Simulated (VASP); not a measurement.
# Lu (Fm-3m) in VASP: further runs

Runs on Lu. Level: PBEsol. Tasks: single point, relaxation of volume and atoms at fixed shape.

Program: VASP 6.6.1. These are calculated values, not measurements. Logs are shortened: lines on timing, memory, paths and dates and some standing lists are left out, and cuts for length are marked.

### Step 1. The cell of the first run

Symmetry: Fm-3m, No. 225, cubic system. The conventional cell has a = 4.760 Å, b = 4.760 Å, c = 4.760 Å, α = 90.00°, β = 90.00°, γ = 90.00°. Within 4.4 Å of Lu (site symmetry m-3m) lie 12 Lu at 3.37 Å.

This isn't the form of Lu at room conditions, which is hcp.

### Step 2. Single point, PBEsol

The input, INCAR:

```
PREC = Accurate
ENCUT = 600
EDIFF = 1E-6
ISMEAR = -1
SIGMA = 0.05
LREAL = False
LASPH = True
NELM = 120
ALGO = Normal
ISIF = 2
LWAVE = False
LCHARG = False
GGA = PS
NBANDS = 18
GGA_COMPAT = False
```

The input, KPOINTS:

```
Automatic mesh
0
Gamma
  8 8 8
```

The input, POSCAR:

```
Lu
1.0
    0.0000000000      2.3799298969      2.3799298969
    2.3799298969      0.0000000000      2.3799298969
    2.3799298969      2.3799298969      0.0000000000
Lu
1
Direct
    0.0000000000      0.0000000000      0.0000000000
```

Potentials or basis: VASP PAW PBE potentials, release 64 (Lu).

The run is started by

```
$ cat potpaw_PBE.64/Lu/POTCAR > POTCAR
$ mpirun -np 1 vasp_std > vasp.out
```

OUTCAR:

```text
PREC = Accurate
   ENCUT = 600
   EDIFF = 1E-6
   ISMEAR = -1
   LREAL = False
   LASPH = True
   NELM = 120
   ISIF = 2
   GGA = PS

 ion  position               nearest neighbor table
   1  0.000  0.000  0.000-

  LATTYP: Found a face centered cubic cell.
 ALAT       =     4.7598597938

  Lattice vectors:

 A1 = (   0.0000000000,   2.3799298969,   2.3799298969)
 A2 = (   2.3799298969,   0.0000000000,   2.3799298969)
 A3 = (   2.3799298969,   2.3799298969,   0.0000000000)

Analysis of symmetry for initial positions (statically):
=====================================================================
 Subroutine PRICEL returns:
 Original cell was already a primitive cell.

 Routine SETGRP: Setting up the symmetry group for a
 face centered cubic supercell.

 Subroutine GETGRP returns: Found 48 space group operations
 (whereof 48 operations were pure point group operations)
 out of a pool of 48 trial point group operations.

The static configuration has the point symmetry O_h .

Analysis of symmetry for dynamics (positions and initial velocities):
=====================================================================
 Subroutine PRICEL returns:
 Original cell was already a primitive cell.

 Routine SETGRP: Setting up the symmetry group for a
 face centered cubic supercell.

 Subroutine GETGRP returns: Found 48 space group operations
 (whereof 48 operations were pure point group operations)
 out of a pool of 48 trial point group operations.

The dynamic configuration has the point symmetry O_h .

 Subroutine INISYM returns: Found 48 space group operations
 (whereof 48 operations are pure point group operations),
 and found     1 'primitive' translations

----------------------------------------------------------------------------------------

                                     Primitive cell

  volume of cell :      26.9602

  direct lattice vectors                    reciprocal lattice vectors
     0.000000000  2.379929897  2.379929897    -0.210090222  0.210090222  0.210090222
     2.379929897  0.000000000  2.379929897     0.210090222 -0.210090222  0.210090222
     2.379929897  2.379929897  0.000000000     0.210090222  0.210090222 -0.210090222

  length of vectors
     3.365729138  3.365729138  3.365729138     0.363886938  0.363886938  0.363886938

  position of ions in fractional coordinates (direct lattice)
     0.000000000  0.000000000  0.000000000

  ion indices of the primitive-cell ions
   primitive index   ion index
                 1           1

----------------------------------------------------------------------------------------

 KPOINTS: Automatic mesh

Automatic generation of k-mesh.
 Grid dimensions read from file:
 generate k-points for:    8    8    8

 Generating k-lattice:

  Cartesian coordinates                     Fractional coordinates (reciprocal lattice)
    -0.026261278  0.026261278  0.026261278     0.125000000  0.000000000  0.000000000
     0.026261278 -0.026261278  0.026261278     0.000000000  0.125000000  0.000000000
     0.026261278  0.026261278 -0.026261278     0.000000000  0.000000000  0.125000000

  Length of vectors
     0.045485867  0.045485867  0.045485867

  Shift w.r.t. Gamma in fractional coordinates (k-lattice)
     0.000000000  0.000000000  0.000000000

 Subroutine IBZKPT returns following result:
 ===========================================

 Found     29 irreducible k-points:

 Following reciprocal coordinates:
            Coordinates               Weight
  0.000000  0.000000  0.000000      1.000000
  0.125000  0.000000  0.000000      8.000000
  0.250000  0.000000  0.000000      8.000000
  0.375000  0.000000  0.000000      8.000000
  0.500000  0.000000  0.000000      4.000000
  0.125000  0.125000  0.000000      6.000000
[... 16 lines left out ...]
  0.500000  0.250000  0.125000     48.000000
 -0.375000  0.250000  0.125000     24.000000
 [... further k-points ...]
   k-points           NKPTS =     29   k-points in BZ     NKDIM =     29   number of bands    NBANDS=     18
   number of dos      NEDOS =    301   number of ions     NIONS =      1
   total plane-waves  NPLWV =  21952
   dimension x,y,z NGX =    28 NGY =   28 NGZ =   28
   dimension x,y,z NGXF=    56 NGYF=   56 NGZF=   56
   ions per type =               1
   NGX,Y,Z   is equivalent  to a cutoff of  13.83, 13.83, 13.83 a.u.
   NGXF,Y,Z  is equivalent  to a cutoff of  27.66, 27.66, 27.66 a.u.
 SYSTEM =  unknown system
   PREC   = accura    normal or accurate (medium, high low for compatibility)
   ISTART =      0    job   : 0-new  1-cont  2-samecut
   ICHARG =      2    charge: 1-file 2-atom 10-const
   ISPIN  =      1    spin polarized calculation?
   LNONCOLLINEAR =      F non collinear calculations
   LSORBIT =      F    spin-orbit coupling
   LASPH  =      T    aspherical Exc in radial PAW
   ENCUT  =  600.0 eV  44.10 Ry    6.64 a.u.   6.72  6.72  6.72*2*pi/ulx,y,z
   NELM   =    120;   NELMIN=  2; NELMDL= -5     # of ELM steps
   EDIFF  = 0.1E-05   stopping-criterion for ELM
   LREAL  =      F    real-space projection
[... 7 lines left out ...]
   TEBEG  =    0.0;   TEEND  =   0.0 temperature during run
   PSTRESS=    0.0 pullay stress
   NELECT =      25.0000    total number of electrons
   NUPDOWN=      -1.0000    fix difference up-down
   EMIN   =  10.00;   EMAX   =-10.00  energy-range for DOS
   EFERMI =   0.00;   METHOD = LEGACY
   ISMEAR =    -1;   SIGMA  =   0.05  broadening in eV -4-tet -1-fermi 0-gaus
   EFERMI_NEDOS =   21; number of points for ismear=-14 and -15
   IALGO  =     38    algorithm
   IMIX   =      4    mixing-type and parameters
     AMIX     =   0.40;   BMIX     =  1.00
     AMIX_MAG =   1.60;   BMIX_MAG =  1.00
  volume/ion in A,a.u.               =      26.96       181.94
  Fermi-wavevector in a.u.,A,eV,Ry     =   1.596421  3.016798 34.675249  2.548559
  Thomas-Fermi vector in A             =   2.694186
   LORBIT       =      0    0 simple, 1 ext, 2 COOP (PROOUT), +10 PAW based schemes
   GGA     = PS    functional components
   LHFCALC =     F    Hartree Fock is set to
   AEXX    =    0.0000 exact exchange contribution
   IVDW    =     0    specifies the selected vdW correction
   LEPSILON=     F    determine dielectric tensor
   LRPA    =     F    only Hartree local field effects (RPA)
 non-spin polarized calculation
  energy-cutoff  :      600.00
  volume of cell :       26.96
 maximum number of plane-waves:       934
   NGX = 13   NGY = 13   NGZ = 13

 number of electron      24.9999996 magnetization

 Free energy of the ion-electron system (eV)
  ---------------------------------------------------
  ext. energy  EPLUGINS =         0.00000000
  ---------------------------------------------------
  free energy    TOTEN  =        -4.92596155 eV

  energy without entropy =       -4.91888912  energy(sigma->0) =       -4.92242533

 E-fermi :   2.4302     XC(G=0): -11.1529

 val. band max:        2.2914732811   @ k =   0.3750   0.2500   0.0000
 cond. band min:       2.5042457894   @ k =   0.5000   0.2500   0.1250
 fundamental gap:      0.2127725083
 Fermi energy:         2.4302448845

 k-point     1 :       0.0000    0.0000    0.0000
  band No.  band energies     occupation
      1     -53.6040      2.00000
      2     -23.9680      2.00000
      3     -23.9680      2.00000
      4     -23.9680      2.00000
      5      -3.8448      2.00000
      6      -2.4557      2.00000
[... 10 lines left out ...]
     17       7.3362      0.00000
     18      13.0744      0.00000

 k-point     2 :       0.1250    0.0000    0.0000
  band No.  band energies     occupation
      1     -53.5978      2.00000
      2     -24.0677      2.00000
      3     -23.9808      2.00000
      4     -23.9808      2.00000
      5      -3.3810      2.00000
      6      -2.4459      2.00000
[... 10 lines left out ...]
     17       7.1137      0.00000
     18      14.0159      0.00000

 k-point     3 :       0.2500    0.0000    0.0000
  band No.  band energies     occupation
      1     -53.5829      2.00000
      2     -24.3006      2.00000
      3     -24.0113      2.00000
      4     -24.0113      2.00000
      5      -2.4300      2.00000
      6      -2.3941      2.00000
[... 10 lines left out ...]
     17       7.2991      0.00000
     18      12.9227      0.00000

 k-point     4 :       0.3750    0.0000    0.0000
  band No.  band energies     occupation
      1     -53.5678      2.00000
      2     -24.5236      2.00000
      3     -24.0415      2.00000
      4     -24.0415      2.00000
      5      -2.4343      2.00000
      6      -2.3865      2.00000
[... 10 lines left out ...]
     17       8.4774      0.00000
     18      11.7460      0.00000

 k-point     5 :       0.5000    0.0000    0.0000
  band No.  band energies     occupation
      1     -53.5616      2.00000
      2     -24.6133      2.00000
      3     -24.0540      2.00000
      4     -24.0540      2.00000
      5      -2.4386      2.00000
      6      -2.3975      2.00000
[... 10 lines left out ...]
     17       9.2833      0.00000
     18      11.3128      0.00000

 k-point     6 :       0.1250    0.1250    0.0000
  band No.  band energies     occupation
      1     -53.5958      2.00000
      2     -24.0653      2.00000
      3     -24.0025      2.00000
      4     -24.0025      2.00000
      5      -3.2264      2.00000
      6      -2.4420      2.00000
[... 307 lines left out ...]
 k-point    21 :       0.5000    0.5000    0.0000
  band No.  band energies     occupation
      1     -53.5477      2.00000
      2     -24.5727      2.00000
      3     -24.2000      2.00000
      4     -24.2000      2.00000
      5      -2.3918      2.00000
      6      -2.3770      2.00000
[... 10 lines left out ...]
     17       9.8639      0.00000
     18      11.3725      0.00000

 k-point    22 :       0.3750    0.2500    0.1250
  band No.  band energies     occupation
      1     -53.5717      2.00000
      2     -24.3557      2.00000
      3     -24.1306      2.00000
      4     -24.0512      2.00000
      5      -2.4001      2.00000
      6      -2.3980      2.00000
[... 10 lines left out ...]
     17       8.8174      0.00000
     18      14.0476      0.00000

 k-point    23 :       0.5000    0.2500    0.1250
  band No.  band energies     occupation
      1     -53.5596      2.00000
      2     -24.4744      2.00000
      3     -24.2020      2.00000
      4     -24.0880      2.00000
      5      -2.4071      2.00000
      6      -2.3971      2.00000
[... 10 lines left out ...]
     17       9.8892      0.00000
     18      11.8176      0.00000

 k-point    24 :      -0.3750    0.2500    0.1250
  band No.  band energies     occupation
      1     -53.5546      2.00000
      2     -24.5249      2.00000
      3     -24.2245      2.00000
      4     -24.1079      2.00000
      5      -2.4089      2.00000
      6      -2.4055      2.00000
[... 10 lines left out ...]
     17      10.1986      0.00000
     18      10.5080      0.00000

 [... further k-points ...]

------------------------ aborting loop because EDIFF is reached ----------------------------------------

  FORCE on cell =-STRESS in cart. coord.  units (eV):
  Direction    XX          YY          ZZ          XY          YZ          ZX
  --------------------------------------------------------------------------------------
  -------------------------------------------------------------------------------------
  Total        0.0371733      0.0371733      0.0371733     -0.0000000      0.0000000     -0.0000000
  in kB        2.2091215      2.2091215      2.2091215     -0.0000000      0.0000000     -0.0000000
  external PRESSURE =       2.2091215 kB  Pullay stress =       0.0000000 kB

 VOLUME and BASIS-vectors are now :
 -----------------------------------------------------------------------------
  energy-cutoff  :      600.00
  volume of cell :       26.96
      direct lattice vectors                 reciprocal lattice vectors
     0.000000000  2.379929897  2.379929897    -0.210090222  0.210090222  0.210090222
     2.379929897  0.000000000  2.379929897     0.210090222 -0.210090222  0.210090222
     2.379929897  2.379929897  0.000000000     0.210090222  0.210090222 -0.210090222

 POSITION                                       TOTAL-FORCE (eV/Angst)
 -----------------------------------------------------------------------------------
      0.00000      0.00000      0.00000        -0.000000      0.000000     -0.000000
 -----------------------------------------------------------------------------------
    total drift:                               -0.000000     -0.000000     -0.000000

  FREE ENERGIE OF THE ION-ELECTRON SYSTEM (eV)
  ---------------------------------------------------
  free  energy   TOTEN  =        -4.9259615475 eV

  energy  without entropy=       -4.9188891218  energy(sigma->0) =       -4.92242533
```

Wall time 11 s (1 thread of Intel Xeon Platinum 8488C (Sapphire Rapids), shared host); peak memory 0.17 GiB.

What came out:

```yaml
Free_energy: -4.9260 eV
Pressure: 0.2 GPa
Band_gap_on_the_k_mesh: zero (an odd number of electrons rules out a gap without spin polarisation)
```

Caveat: the PAW data sets were made with another functional, which shifts forces and pressure a little; spin-orbit coupling is left out, which moves the levels of the heavy elements.

### Step 3. Relaxation of volume and atoms at fixed shape, PBEsol

This run uses another cell than the first one, of 29.41 Å³/atom.

The input, INCAR:

```
PREC = Accurate
ENCUT = 600
EDIFF = 1E-7
ISMEAR = -1
SIGMA = 0.05
LREAL = False
LASPH = True
NELM = 120
ALGO = Normal
ISIF = 8
LWAVE = False
LCHARG = False
GGA = PS
IBRION = 2
NSW = 80
EDIFFG = -0.02
GGA_COMPAT = False
NELMIN = 4
```

KPOINTS is that of step 2.

The input, POSCAR:

```
Lu
1.0
    0.0000000000      2.4500000000      2.4500000000
    2.4500000000      0.0000000000      2.4500000000
    2.4500000000      2.4500000000      0.0000000000
Lu
1
Direct
    0.0000000000      0.0000000000      0.0000000000
```

Potentials or basis: VASP PAW PBE potentials, release 64 (Lu).

The run is started by

```
$ cat potpaw_PBE.64/Lu/POTCAR > POTCAR
$ mpirun -np 1 vasp_std > vasp.out
```

Wall time 36 s (1 thread of Intel Xeon Platinum 8488C (Sapphire Rapids), shared host); peak memory 0.18 GiB.

It converged, with:

| Property | Result |
| --- | --- |
| Free energy | -4.9263 eV |
| Relaxed volume | 27.09 Å³/atom |
| Relaxed cell | a = 3.371 Å, b = 3.371 Å, c = 3.371 Å, α = 60.00°, β = 60.00°, γ = 60.00° |
| Space group after relaxing (to 0.1 Å) | Fm-3m (No. 225) |
| Energy gained by relaxing | 26.1 meV/atom |
| Ionic steps | 3 |
| Pressure after relaxing | 0.0 GPa |
| Band gap on the k mesh | zero (an odd number of electrons rules out a gap without spin polarisation) |

Step by step:
| step | energy change (eV) | largest force (eV/Å) | pressure (GPa) | volume (Å³) |
| --- | --- | --- | --- | --- |
| 1 | 0.0000 | 0.0000 | -3.34 | 29.41 |
| 2 | -0.0258 | 0.0000 | 0.40 | 26.88 |
| 3 | -0.0261 | 0.0000 | 0.04 | 27.09 |

Final structure:
```
CELL_PARAMETERS angstrom
0.00000 2.38385 2.38385
2.38385 0.00000 2.38385
2.38385 2.38385 0.00000
ATOMIC_POSITIONS crystal
Lu 0.00000 0.00000 0.00000
```

Levels at points of the mesh, in eV from the Fermi level:
```tsv
k point	band 9	band 10	band 11	band 12	band 13	band 14	band 15	band 16
(0.00, 0.00, 0.00)	-4.83	-4.74	-4.74	-4.74	2.30	2.30	2.30	4.89
(0.50, 0.00, 0.00)	-4.76	-4.76	-4.73	-2.72	0.55	2.07	2.07	6.82
(0.50, 0.50, 0.00)	-4.77	-4.77	-4.77	-2.22	-0.98	2.26	6.84	7.40
```

Caveat: the PAW data sets were made with another functional, which shifts forces and pressure a little; spin-orbit coupling is left out, which moves the levels of the heavy elements.

The gap in the log of VASP goes by the Fermi energy; the results here count the filled bands.